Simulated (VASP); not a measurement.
Runs of VASP 6.6.1 on KTaO3. The structure is that of space group Pm-3m (No. 221), or close to it. The cells are those of the table. 

```tsv
task	level	potentials or basis	spin	cell	k mesh	cutoff (eV)	smearing	grid for exact exchange (PRECFOCK)	share of exact exchange	screening parameter	gap on the mesh (eV)	pressure (GPa)	moment (μB)
single point	r2SCAN	VASP PAW PBE potentials, release 64 (K_sv, Ta_pv, O)	non-collinear, zero start, SOC	a = 3.990, b = 3.990, c = 3.910 Å, 5 atoms	6 × 6 × 6	520	gaussian 0.01 eV	-	-	-	-	(a)	0.00
single point	PBE	VASP PAW PBE potentials, release 64 (K_sv, Ta_sv_GW, O)	off	a = 3.990, b = 3.990, c = 3.831 Å, 5 atoms	6 × 6 × 6	700	fermi-dirac 0.02 eV	-	-	-	2.22	15.5	-
single point	r2SCAN	VASP PAW PBE potentials, release 64 (K_sv, Ta_pv, O)	non-collinear, zero start, SOC	a = 3.990, b = 3.990, c = 4.150 Å, 5 atoms	6 × 6 × 6	520	gaussian 0.01 eV	-	-	-	-	-6.0	0.00
single point	r2SCAN	VASP PAW PBE potentials, release 64 (K_sv, Ta_sv_GW, O)	off	a = 3.990, b = 3.990, c = 3.870 Å, 5 atoms	6 × 6 × 6	770	gaussian 0.01 eV	-	-	-	(d)	7.5	-
single point	HSE06	VASP PAW PBE potentials, release 64 (K_sv, Ta_pv, O)	off	a = 3.990, b = 3.990, c = 4.110 Å, 5 atoms	4 × 4 × 4	520	gaussian 0.01 eV	Fast	0.25	0.2079 1/Å	3.36	-5.8	-
dielectric tensor	r2SCAN	VASP PAW PBE potentials, release 64 (K_sv, Ta_pv, O)	off	a = 3.990, b = 3.990, c = 3.910 Å, 5 atoms	6 × 6 × 6	520	gaussian 0.01 eV	-	-	-	(b)	-	-
single point	HSE06	VASP PAW PBE potentials, release 64 (K_sv, Ta_sv_GW, O)	off	a = 3.990, b = 3.990, c = 3.910 Å, 5 atoms	4 × 4 × 4	520	gaussian 0.01 eV	Normal	0.25	0.2079 1/Å	(c)	3.3	-
single point	PBE	VASP PAW PBE potentials, release 64 (K_sv, Ta_sv_GW, O)	off	a = 3.990, b = 3.990, c = 3.870 Å, 5 atoms	6 × 6 × 6	700	fermi-dirac 0.02 eV	-	-	-	2.22	12.6	-
```

Q: Estimate the missing entries.

A: (a) 5.8; (b) 2.60; (c) 3.54; (d) 2.63.

Caveats: the PAW data sets were made with another functional, which shifts forces and pressure a little (at least some runs); spin-orbit coupling is left out, which moves the levels of the heavy elements (at least some runs); the stress differs along the axes, from 3 to 12 GPa (at least some runs); the stress differs along the axes, from 9 to 28 GPa (at least some runs); the stress differs along the axes, from -14 to -2 GPa (at least some runs); the stress differs along the axes, from 3 to 17 GPa (at least some runs); the stress differs along the axes, from -12 to -3 GPa (at least some runs).

A k mesh can miss the band edges, and rows without SOC leave out spin-orbit coupling on Ta.

The runs don't all hold the same shells in valence.
